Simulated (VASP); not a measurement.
A run of VASP 6.6.1:

File INCAR:

```
PREC = Accurate
ENCUT = 500
EDIFF = 1E-6
ISMEAR = -1
SIGMA = 0.05
LREAL = F
LASPH = T
NELM = 120
ALGO = Normal
ISIF = 2
LWAVE = F
LCHARG = F
GGA = CA
NBANDS = 19
GGA_COMPAT = F
```

The input KPOINTS:

```
regular mesh
0
Gamma
  7 7 7
```

POSCAR

```
BaPb
1.0
    0.0000000000      2.9902110274      2.9902110274
    2.9902110274      0.0000000000      2.9902110274
    2.9902110274      2.9902110274      0.0000000000
Ba Pb
1 1
Direct
    0.0000000000      0.0000000000      0.0000000000
    0.5000000000      0.5000000000      0.5000000000
```

Potentials or basis: VASP PAW LDA potentials, release 64 (Ba_sv, Pb_d).

Launch:

```console
$ cat potpaw_LDA.64/Ba_sv/POTCAR potpaw_LDA.64/Pb_d/POTCAR > POTCAR
$ mpirun -np 1 vasp_std > vasp.out
```

Hardware: 1 thread of Intel Xeon 8259CL (shared host).

Estimate the wall time of this run.

Run time: 8.3 s on 1 thread of Intel Xeon 8259CL, on a shared host, peak memory 0.16 GiB. Counts: scf iterations 11, k points 20.
